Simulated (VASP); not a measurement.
Set up this calculation in VASP 6.6.1, as the native input.

```yaml
Task: relaxation of cell and atoms
Functional: r2SCAN
Dispersion: D4
Potentials_or_basis: VASP PAW PBE potentials, release 64 (Li_sv, H)
Cutoff: 600 eV
k_mesh: 7 × 7 × 7
Occupations: gaussian, width 0.01 eV
Spin: no spin polarisation
Dipole_correction: no
Further_INCAR_settings: ALGO = Normal; EDIFF = 1e-06; IBRION = 2; EDIFFG = -0.005; NSW = 60; ISIF = 3
```

Crystal: LiH.

```
Li H
1.0
     0.00000    2.03675    2.03675
     2.03675    0.00000    2.03675
     2.03675    2.03675    0.00000
Li H
1 1
Direct
  0.00000 0.00000 0.00000
  0.50000 0.50000 0.50000
```

One way to write it, as run:

POSCAR

```
LiH
1.0
    0.0000000000      2.0367500000      2.0367500000
    2.0367500000      0.0000000000      2.0367500000
    2.0367500000      2.0367500000      0.0000000000
Li H
1 1
Direct
    0.0000000000      0.0000000000      0.0000000000
    0.5000000000      0.5000000000      0.5000000000
```

INCAR.step1

```
PREC     = Accurate       # precision mode
ENCUT    = 600            # plane-wave cutoff, eV
ISMEAR   = 0              # smearing method
SIGMA    = 0.01           # smearing width, eV
LREAL    = F              # projectors in reciprocal space
LASPH    = T              # aspherical terms in the spheres
NELM     = 80             # most SCF steps
GGA      = PE             # functional
ALGO     = Normal         # electronic algorithm
EDIFF    = 1E-4           # SCF threshold, eV
LWAVE    = T              # write WAVECAR
LCHARG   = F              # write CHGCAR
```

INCAR.step2

```
PREC     = Accurate       # precision mode
ENCUT    = 600            # plane-wave cutoff, eV
EDIFF    = 1E-6           # SCF threshold, eV
ISMEAR   = 0              # smearing method
SIGMA    = 0.01           # smearing width, eV
LREAL    = F              # projectors in reciprocal space
LASPH    = T              # aspherical terms in the spheres
NELM     = 80             # most SCF steps
ALGO     = Normal         # electronic algorithm
ISIF     = 3              # what is computed and relaxed
LWAVE    = F              # write WAVECAR
LCHARG   = F              # write CHGCAR
METAGGA  = R2SCAN         # meta-GGA
LMIXTAU  = T            
IVDW     = 13             # dispersion correction
VDW_S6   = 1.0          
VDW_S8   = 0.6018749    
VDW_A1   = 0.51559235   
VDW_A2   = 5.77342911   
IBRION   = 2              # ionic algorithm
NSW      = 60             # ionic steps
EDIFFG   = -0.005         # ionic threshold
ISTART   = 1
```

KPOINTS

```
Automatic mesh
0
Gamma
  7 7 7
```

Potentials or basis: VASP PAW PBE potentials, release 64 (Li_sv, H).

The run is started by

```sh
$ cat potpaw_PBE.64/Li_sv/POTCAR potpaw_PBE.64/H/POTCAR > POTCAR
$ cp INCAR.step1 INCAR
$ mpirun -np 1 vasp_std > vasp.out
$ cp INCAR.step2 INCAR
$ mpirun -np 1 vasp_std > vasp.out
```

It gave:

```json
{
  "Relaxed volume": "7.82 Å³/atom",
  "Relaxed cell": "a = 2.807 Å, b = 2.807 Å, c = 2.807 Å, α = 60.00°, β = 60.00°, γ = 60.00°",
  "Space group after relaxing (to 0.05 Å)": "Fm-3m (No. 225)",
  "Energy gained by relaxing": "4.7 meV/atom",
  "Ionic steps": "4",
  "Pressure after relaxing": "0.1 GPa",
  "Band gap on the k mesh": "4.09 eV, direct",
  "Dispersion energy per atom": "-0.032 eV"
}
```

Caveat: the cutoff is under 1.25 times the usual one of these potentials, so pressure, stress and relaxed cells hold a basis-set (Pulay) error; the PAW data sets were made with another functional, which shifts forces and pressure a little.

It took 74 s on 1 thread of Intel Xeon 8259CL (shared host), peak memory 0.14 GiB.
